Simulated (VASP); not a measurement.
# TiSi (Fm-3m) in VASP: notebook, part 2 of 2

VASP 6.6.1.

## Step 3: Single point, LDA

This run uses another cell than the first one, of 15.78 Å³/atom.

The input, INCAR:

```
PREC     = Accurate       # precision mode
ENCUT    = 500            # plane-wave cutoff, eV
EDIFF    = 1E-6           # SCF threshold, eV
ISMEAR   = 0              # smearing method
SIGMA    = 0.05           # smearing width, eV
LREAL    = False          # projectors in reciprocal space
LASPH    = True           # aspherical terms in the spheres
NELM     = 120            # most SCF steps
ALGO     = Normal         # electronic algorithm
ISIF     = 2              # what is computed and relaxed
LWAVE    = False          # write WAVECAR
LCHARG   = True           # write CHGCAR
GGA      = CA             # functional
LELF     = True           # ELF
LVHAR    = True         
NBANDS   = 15             # bands
GGA_COMPAT= False
```

The input, KPOINTS:

```
regular mesh
0
Gamma
  6 6 6
```

The input, POSCAR:

```
TiSi
1.0
    0.0000000000      2.5082226289      2.5082226289
    2.5082226289      0.0000000000      2.5082226289
    2.5082226289      2.5082226289      0.0000000000
Ti Si
1 1
Direct
    0.0000000000      0.0000000000      0.0000000000
    0.5000000000      0.5000000000      0.5000000000
```

Potentials or basis: VASP PAW LDA potentials, release 64 (Ti_sv, Si).

Run with:

```sh
> cat potpaw_LDA.64/Ti_sv/POTCAR potpaw_LDA.64/Si/POTCAR > POTCAR
> mpirun -np 1 vasp_std > vasp.out
```

OUTCAR:

```text
PREC = Accurate
   ENCUT = 500
   EDIFF = 1E-6
   ISMEAR = 0
   LREAL = False
   LASPH = True
   NELM = 120
   ISIF = 2
   GGA = CA

 ion  position               nearest neighbor table
   1  0.000  0.000  0.000-   2 2.51   2 2.51   2 2.51   2 2.51   2 2.51   2 2.51
   2  0.500  0.500  0.500-   1 2.51   1 2.51   1 2.51   1 2.51   1 2.51   1 2.51

  LATTYP: Found a face centered cubic cell.
 ALAT       =     5.0164452578

  Lattice vectors:

 A1 = (   0.0000000000,   2.5082226289,   2.5082226289)
[... 464 lines left out ...]
------------------------ aborting loop because EDIFF is reached ----------------------------------------

  FORCE on cell =-STRESS in cart. coord.  units (eV):
  Direction    XX          YY          ZZ          XY          YZ          ZX
  --------------------------------------------------------------------------------------
  -------------------------------------------------------------------------------------
  Total       -0.3911716     -0.3911716     -0.3911716      0.0000000      0.0000000     -0.0000000
  in kB      -19.8586487    -19.8586487    -19.8586487      0.0000000      0.0000000     -0.0000000
  external PRESSURE =     -19.8586487 kB  Pullay stress =       0.0000000 kB

 VOLUME and BASIS-vectors are now :
 -----------------------------------------------------------------------------
  energy-cutoff  :      500.00
  volume of cell :       31.56
      direct lattice vectors                 reciprocal lattice vectors
     0.000000000  2.508222629  2.508222629    -0.199344346  0.199344346  0.199344346
     2.508222629  0.000000000  2.508222629     0.199344346 -0.199344346  0.199344346
     2.508222629  2.508222629  0.000000000     0.199344346  0.199344346 -0.199344346

 POSITION                                       TOTAL-FORCE (eV/Angst)
 -----------------------------------------------------------------------------------
      0.00000      0.00000      0.00000         0.000000     -0.000000      0.000000
      2.50822      2.50822      2.50822        -0.000000      0.000000     -0.000000
 -----------------------------------------------------------------------------------
    total drift:                               -0.000000      0.000000      0.000000

  FREE ENERGIE OF THE ION-ELECTRON SYSTEM (eV)
  ---------------------------------------------------
  free  energy   TOTEN  =       -15.5095856719 eV

  energy  without entropy=      -15.5082616922  energy(sigma->0) =      -15.50892368
```

OSZICAR:

```text
N       E                     dE             d eps       ncg     rms          rms(c)
DAV:   1     0.106492943672E+03    0.10649E+03   -0.74901E+03   480   0.110E+03
DAV:   2    -0.120550944315E+02   -0.11855E+03   -0.11373E+03   515   0.298E+02
DAV:   3    -0.176509629921E+02   -0.55959E+01   -0.55118E+01   695   0.634E+01
DAV:   4    -0.177793320889E+02   -0.12837E+00   -0.12817E+00   559   0.865E+00
DAV:   5    -0.177844173645E+02   -0.50853E-02   -0.50851E-02   693   0.162E+00    0.122E+01
DAV:   6    -0.157095211532E+02    0.20749E+01   -0.70955E+00   612   0.358E+01    0.425E+00
DAV:   7    -0.155220513727E+02    0.18747E+00   -0.12229E+00   508   0.139E+01    0.288E+00
DAV:   8    -0.155347771325E+02   -0.12726E-01   -0.12583E-01   586   0.454E+00    0.140E+00
DAV:   9    -0.155095154353E+02    0.25262E-01   -0.44344E-02   529   0.304E+00    0.304E-01
DAV:  10    -0.155096253603E+02   -0.10993E-03   -0.19384E-03   592   0.359E-01    0.285E-01
DAV:  11    -0.155098054189E+02   -0.18006E-03   -0.43887E-04   522   0.179E-01    0.295E-01
DAV:  12    -0.155095856794E+02    0.21974E-03   -0.32720E-04   585   0.232E-01    0.480E-02
DAV:  13    -0.155095866048E+02   -0.92548E-06   -0.14552E-05   536   0.343E-02    0.288E-02
DAV:  14    -0.155095856719E+02    0.93293E-06   -0.18244E-06   512   0.132E-02
   1 F= -.15509586E+02 E0= -.15508924E+02  d E =-.132398E-02
```

It took 5.2 s on 1 thread of AMD EPYC 9R45 (Zen 5), shared host; peak memory 0.11 GiB.

What came out:

```
Free energy            : -15.5096 eV
Pressure               : -2.0 GPa
Band gap on the k mesh : zero (bands 8 and 9 overlap by 0.65 eV)
```

Levels at points of the mesh, in eV from the Fermi level:
| k point | band 4 | band 5 | band 6 | band 7 | band 8 | band 9 | band 10 | band 11 | band 12 | band 13 |
| --- | --- | --- | --- | --- | --- | --- | --- | --- | --- | --- |
| (0.00, 0.00, 0.00) | -32.66 | -10.35 | -0.07 | -0.07 | -0.07 | 0.36 | 0.36 | 3.48 | 3.48 | 3.48 |
| (0.50, 0.00, 0.00) | -32.68 | -7.02 | -5.18 | -1.80 | -1.80 | 1.77 | 1.77 | 2.60 | 5.58 | 7.36 |
| (0.50, 0.50, 0.00) | -32.71 | -7.30 | -3.54 | -1.81 | 0.47 | 0.47 | 1.13 | 2.17 | 2.17 | 3.10 |

Caveat: the k points lie up to 0.36 Å⁻¹ apart, too coarse for converged energies and pressures of a metal.

## Step 4: Single point, LDA

This run uses another cell than the first one, of 17.78 Å³/atom.

The input, INCAR:

```
SYSTEM = TiSi
ALGO = Normal
EDIFF = 1E-6
ENCUT = 500
GGA_COMPAT = .False.
ISIF = 2
ISMEAR = 0
LASPH = .True.
LCHARG = .False.
LREAL = .False.
LWAVE = .False.
NBANDS = 15
NELM = 120
PREC = Accurate
SIGMA = 0.05
```

The input, KPOINTS:

```
k-points
0
Gamma
  6 6 6
  0 0 0
```

The input, POSCAR:

```
TiSi
1.0
    0.0000000000      2.6100000000      2.6100000000
    2.6100000000      0.0000000000      2.6100000000
    2.6100000000      2.6100000000      0.0000000000
Ti Si
1 1
Direct
    0.0000000000      0.0000000000      0.0000000000
    0.5000000000      0.5000000000      0.5000000000
```

Run with:

```sh
> cat potpaw_LDA.64/Ti_sv/POTCAR potpaw_LDA.64/Si/POTCAR > POTCAR
> mpirun -np 1 vasp_std > vasp.out
```

It took 4.5 s on 1 thread of AMD EPYC 9R45 (Zen 5), shared host; peak memory 0.11 GiB.

Results (log left out):

```
Free energy            : -15.3048 eV
Pressure               : -13.4 GPa
Band gap on the k mesh : zero (bands 8 and 9 overlap by 0.44 eV)
```

Levels at points of the mesh, in eV from the Fermi level:
| k point | band 6 | band 7 | band 8 | band 9 | band 10 | band 11 |
| --- | --- | --- | --- | --- | --- | --- |
| (0.00, 0.00, 0.00) | 0.04 | 0.04 | 0.04 | 0.37 | 0.37 | 3.05 |
| (0.50, 0.00, 0.00) | -4.70 | -1.58 | -1.58 | 1.52 | 1.52 | 2.19 |
| (0.50, 0.50, 0.00) | -3.26 | -1.40 | 0.34 | 0.34 | 1.00 | 1.86 |

Caveat: the cell stands under tension.

## Step 5: Single point, LDA (15.52 Å³/atom)

The input, INCAR:

```
SYSTEM = TiSi
ALGO     = Normal         ! electronic algorithm
EDIFF    = 1E-6           ! SCF threshold, eV
ENCUT    = 500            ! plane-wave cutoff, eV
GGA_COMPAT= .False.      
ISIF     = 2              ! what is computed and relaxed
ISMEAR   = -1             ! smearing method
LASPH    = .True.         ! aspherical terms in the spheres
LCHARG   = .True.         ! write CHGCAR
LELF     = .True.         ! ELF
LREAL    = .False.        ! projectors in reciprocal space
LVHAR    = .True.       
LWAVE    = .False.        ! write WAVECAR
NBANDS   = 15             ! bands
NELM     = 120            ! most SCF steps
PREC     = Accurate       ! precision mode
SIGMA    = 0.15           ! smearing width, eV
```

The input, KPOINTS:

```
k-points
0
Gamma
  10 10 10
  0 0 0
```

The input, POSCAR:

```
TiSi
1.0
    0.0000000000      2.4942000000      2.4942000000
    2.4942000000      0.0000000000      2.4942000000
    2.4942000000      2.4942000000      0.0000000000
Ti Si
1 1
Direct
    0.0000000000      0.0000000000      0.0000000000
    0.5000000000      0.5000000000      0.5000000000
```

Run with:

```sh
> cat potpaw_LDA.64/Ti_sv/POTCAR potpaw_LDA.64/Si/POTCAR > POTCAR
> mpirun -np 1 vasp_std > vasp.out
```

Run time: 13 s. Hardware: 1 thread of AMD EPYC 9R45 (Zen 5), shared host; peak memory 0.12 GiB.

It converged, with:

| Property | Result |
| --- | --- |
| Free energy | -15.5400 eV |
| Pressure | 0.5 GPa |
| Band gap on the k mesh | zero (bands 8 and 9 overlap by 0.69 eV) |

Levels at points of the mesh, in eV from the Fermi level:
| k point | band 5 | band 6 | band 7 | band 8 | band 9 | band 10 | band 11 | band 12 |
| --- | --- | --- | --- | --- | --- | --- | --- | --- |
| (0.00, 0.00, 0.00) | -10.37 | -0.04 | -0.04 | -0.04 | 0.41 | 0.41 | 3.60 | 3.60 |
| (0.50, 0.00, 0.00) | -6.98 | -5.19 | -1.78 | -1.78 | 1.85 | 1.85 | 2.71 | 5.68 |
| (0.50, 0.50, 0.00) | -7.29 | -3.52 | -1.82 | 0.55 | 0.55 | 1.19 | 2.26 | 2.26 |

## Step 6: Summary

```tsv
cell	k mesh	smearing	gap on the mesh (eV)	pressure (GPa)
a = 3.527 Å, angles 60.0°, 2 atoms	6 × 6 × 6	gaussian 0.05 eV	none	0.2
a = 3.547 Å, angles 60.0°, 2 atoms	6 × 6 × 6	gaussian 0.05 eV	none	-2.0
a = 3.691 Å, angles 60.0°, 2 atoms	6 × 6 × 6	gaussian 0.05 eV	none	-13.4
a = 3.527 Å, angles 60.0°, 2 atoms	10 × 10 × 10	fermi-dirac 0.15 eV	none	0.5
```

Alike in all rows: task single point; level LDA; potentials or basis VASP PAW LDA potentials, release 64 (Ti_sv, Si); no spin polarisation; cutoff (eV) 500.

Caveats: some runs use coarse meshes; the cell stands under tension (at least some runs).

Total energies depend on the potentials used, so only differences within one code and one set of settings carry meaning.
